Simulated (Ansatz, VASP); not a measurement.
**Ir: VASP beside Ansatz**

File INCAR:

```
SYSTEM = Ir
AGGAC = 1.0
AGGAX = 1.0
ALDAC = 0.0
ALDAX = 1.0
ALGO = Normal
EDIFF = 1E-7
ENCUT = 520
GGA = B5
ISIF = 2
ISMEAR = -1
LASPH = .True.
LCHARG = .False.
LREAL = .False.
LWAVE = .False.
NBANDS = 20
NELM = 60
PREC = Accurate
SIGMA = 0.1
```

KPOINTS

```
k-points
0
Gamma
  9 9 13
  0 0 0
```

Contents of POSCAR:

```
Ir
1.0
    4.4520749588      0.0000000000      0.0000000000
   -2.2260374794      3.8556100139      0.0000000000
    0.0000000000      0.0000000000      2.7548137350
Ir
3
Direct
    0.0000000000      1.0000000000      0.0000000000
    0.3333333333      0.6666666667      0.5000000000
    0.6666666667      0.3333333333      0.5000000000
```

Input for Ansatz:

```yaml
crystal:
  lattice:
    - [4.4520749588, 0.0, 0.0]
    - [-2.2260374794, 3.8556100139, 0.0]
    - [0.0, 0.0, 2.754813735]
  atoms:
    - { symbol: Ir, position: [0.0, 1.0, 0.0] }
    - { symbol: Ir, position: [0.3333333333, 0.6666666667, 0.5] }
    - { symbol: Ir, position: [0.6666666667, 0.3333333333, 0.5] }
hamiltonian:
  xc: blyp
  pseudopotentials:
    kind: paw
    azcp:
      Ir: "pseudopotentials/Ir.paw.azcp"
basis:
  ecutwfc: 420
  fft_grid_basis: typed
kpoints:
  mp_grid: { grid: [9, 9, 13], shift: [0, 0, 0] }
magnetization:
  spin_polarized: false
scf:
  occupations: { method: fermi_dirac, width: 0.1 }
  lower_state_search: "off"
output:
  stress: true
  write_density: true
  write_potential: true
  elf: true
  volumetric_format: npy
```

Alike in both runs: task single point; functional BLYP; k mesh 9 × 9 × 13; occupations fermi-dirac, width 0.1 eV; no spin polarisation.

|  | VASP | Ansatz |
| --- | --- | --- |
| version | VASP 6.6.1 | Ansatz 0.2.0 |
| potentials or method | VASP PAW PBE potentials, release 64 (Ir), cutoff 520 eV | plane waves (420 eV) with PAW, scalar-relativistic |
| valence electrons in the cell | 27 | 51 |

|  | VASP | Ansatz | Ansatz less VASP |
| --- | --- | --- | --- |
| pressure (GPa) | 2.1 | 0.0 | -2.10 |
| traceless stress, the component that is largest in VASP (GPa) | -0.77 | -0.52 | +0.255 |

VASP's potentials were made for PBE, not for BLYP. VASP's potentials hold 27 valence electrons a cell and Ansatz's 51, so a difference there can come from the potentials and not from the codes.

Spin-orbit coupling is off throughout.
